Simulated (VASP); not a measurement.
**MgO: single point with r2SCAN**

Crystal: MgO.

```
CELL_PARAMETERS angstrom
-0.03462 2.06755 2.06755
2.06755 -0.03462 2.06755
2.06755 2.06755 -0.03462
ATOMIC_POSITIONS crystal
Mg 0.00000 0.00000 0.00000
O 0.50000 0.50000 0.50000
```

This cell differs from its parent crystal: strain along [111] -2.5%.

| Property | Result |
| --- | --- |
| Program | VASP 6.6.1 |
| Task | single point |
| Functional | r2SCAN |
| Potentials or basis | VASP PAW PBE potentials, release 64 (Mg_sv, O) |
| Cutoff | 920 eV |
| k mesh | 10 × 10 × 10 |
| Occupations | gaussian, width 0.01 eV |
| Spin | no spin polarisation |
| Dipole correction | no |
| Further INCAR settings | ALGO = Normal; EDIFF = 1e-06; NBANDS = 15 |

| Item | Value |
| --- | --- |
| Pressure | 4.9 GPa |
| Band gap on the k mesh | 5.82 eV |

Stress tensor (GPa, compression positive):
```
4.92 2.57 2.57
2.57 4.92 2.57
2.57 2.57 4.92
```

Levels at points of the mesh, in eV from the valence-band top:
| k point | band 4 | band 5 | band 6 | band 7 | band 8 | band 9 | band 10 | band 11 | band 12 | band 13 |
| --- | --- | --- | --- | --- | --- | --- | --- | --- | --- | --- |
| (0.00, 0.00, 0.00) | -40.07 | -18.47 | -0.19 | -0.19 | 0.00 | 5.82 | 16.66 | 16.66 | 17.45 | 21.10 |
| (0.50, 0.00, 0.00) | -40.08 | -17.13 | -4.89 | -0.86 | -0.73 | 8.96 | 13.97 | 17.66 | 18.02 | 22.93 |
| (0.50, 0.50, 0.00) | -40.10 | -16.90 | -4.32 | -1.64 | -1.43 | 9.93 | 11.40 | 14.52 | 20.64 | 21.02 |
| (0.50, 0.50, 0.50) | -40.08 | -17.05 | -4.78 | -0.95 | -0.95 | 8.73 | 14.37 | 17.33 | 17.33 | 22.64 |

Run time: 2.9 min on 1 thread of Intel(R) Xeon(R) Platinum 8488C (Sapphire Rapids), with other jobs on the host, peak memory 0.21 GiB.

Caveat: the cell differs from its parent crystal (strain along [111] -2.5%); the cell stands under pressure; the PAW data sets were made with another functional, which shifts forces and pressure a little.
